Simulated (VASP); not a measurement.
Crystal: Li2S.

```xyz
3
Lattice="0.0000 2.8865 2.8865 2.8865 0.0000 2.8865 2.8865 2.8865 0.0000" Properties=species:S:1:pos:R:3 pbc="T T T"
Li    1.4433    1.4433    1.4433
Li    4.3298    4.3298    4.3298
S     0.0000    0.0000    0.0000
```

| Quantity | Value |
| --- | --- |
| Program | VASP 6.6.1 |
| Task | relaxation of cell and atoms |
| Functional | PBE |
| Potentials or basis | VASP PAW PBE potentials, release 64 (Li_sv, S) |
| Cutoff | 750 eV |
| k mesh | 5 × 5 × 5 |
| Occupations | fermi-dirac, width 0.0115 eV |
| Spin | no spin polarisation |

At the start: pressure -1.5 GPa; volume 16.03 Å³/atom.

**Question.** Where does the relaxation end?

**Answer.** Over 3 steps the energy falls by 2.8 meV/atom and the volume is 15.45 Å³/atom (-3.7 %); space group Fm-3m (No. 225, to 0.05 Å).

The path:
| step | energy change (eV) | largest force (eV/Å) | pressure (GPa) | volume (Å³) |
| --- | --- | --- | --- | --- |
| 1 | 0.0000 | 0.0000 | -1.45 | 48.10 |
| 2 | -0.0067 | 0.0000 | -0.67 | 47.10 |
| 3 | -0.0083 | 0.0000 | -0.02 | 46.34 |

Final structure:
```
Li S
1.0
     0.00000    2.85081    2.85081
     2.85081    0.00000    2.85081
     2.85081    2.85081    0.00000
Li S
2 1
Direct
  0.25000 0.25000 0.25000
  0.75000 0.75000 0.75000
  0.00000 0.00000 0.00000
```
